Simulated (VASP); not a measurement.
**P: single point with PBEsol**

The system is P, a slab with vacuum.

```
P
1.0
     3.28373    0.00000    0.00000
     0.00000   34.85703    0.00000
     0.00000    0.00000    4.63208
P
4
Direct
  0.00000 0.97026 0.61374
  0.00000 0.02974 0.40785
  0.50000 0.02974 0.09215
  0.50000 0.97026 0.90785
```

This cell differs from its parent crystal: atom 1 (P) moved by (+0.000, +0.100) A along [1 1 0] and z.

```
Program             : VASP 6.6.1
Task                : single point
Functional          : PBEsol
Potentials or basis : VASP PAW PBE potentials, release 64 (P)
Cutoff              : 520 eV
k mesh              : 8 × 1 × 6
Occupations         : gaussian, width 0.05 eV
Spin                : no spin polarisation
```

```json
{
  "Largest force": "1.706 eV/Å",
  "Band gap on the k mesh": "0.74 eV"
}
```

Forces in eV/Å, atoms in the order of the input:
```
P    0.000  0.054 -1.705
P    0.000 -0.059  0.360
P    0.000 -0.053 -0.068
P    0.000  0.057  1.412
```

Levels at points of the mesh, in eV from the valence-band top:
| k point | band 6 | band 7 | band 8 | band 9 | band 10 | band 11 | band 12 | band 13 | band 14 | band 15 |
| --- | --- | --- | --- | --- | --- | --- | --- | --- | --- | --- |
| (0.00, 0.00, 0.00) | -4.56 | -3.85 | -2.24 | -1.71 | 0.00 | 0.74 | 1.17 | 2.36 | 3.34 | 4.29 |
| (0.50, 0.00, 0.00) | -5.24 | -2.92 | -2.74 | -2.12 | -2.12 | 0.91 | 1.19 | 2.22 | 2.37 | 3.70 |
| (0.00, 0.00, 0.50) | -3.19 | -2.87 | -2.73 | -1.52 | -1.41 | 1.61 | 1.94 | 3.57 | 3.59 | 3.72 |
| (0.50, 0.00, 0.50) | -5.25 | -4.64 | -4.56 | -1.23 | -1.09 | 1.92 | 2.15 | 3.80 | 3.89 | 5.03 |

Wall time 2.2 min on 1 thread of Intel(R) Xeon(R) 6975P-C (Granite Rapids), on a shared host, peak memory 0.57 GiB.

Caveat: the cell differs from its parent crystal (atom 1 (P) moved by (+0.000, +0.100) A along [1 1 0] and z); there is no dipole correction, which matters where the two faces differ; semilocal functionals underestimate gaps, and a narrow one can read as zero; the PAW data sets were made with another functional, which shifts forces and pressure a little.
